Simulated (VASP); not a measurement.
TiSe, 2 atoms in the cell. The cell holds a sheet with vacuum, 2 atoms: a = 4.169 Å, b = 4.975 Å, c = 14.000 Å, α = 90.00°, β = 90.00°, γ = 90.00°. The cell was built from a structure type or drawn by symmetry, and may not be a known phase.

```yaml
Program: VASP 6.6.1
Task: single point
Functional: PBE
Potentials_or_basis: VASP PAW PBE potentials, release 64 (Ti_sv, Se)
Cutoff: 520 eV
k_mesh: 4 × 4 × 1
Occupations: gaussian, width 0.1 eV
Spin: collinear spin
Starting_moments: "[1.0, 0.0] μB"
Dipole_correction: yes
Further_INCAR_settings: ALGO = Normal; EDIFF = 1e-07; NBANDS = 20
```

Potentials or basis: VASP PAW PBE potentials, release 64 (Ti_sv, Se).

Run with:

```sh
$ cat potpaw_PBE.64/Ti_sv/POTCAR potpaw_PBE.64/Se/POTCAR > POTCAR
$ mpirun -np 1 vasp_std > vasp.out
```

Hardware: 1 thread of Intel Xeon 8259CL (shared host).

Estimate the wall time of this run.

It took 6.2 min on 1 thread of Intel Xeon 8259CL, on a shared host, peak memory 0.5 GiB. Counts: scf iterations 33, k points 9.
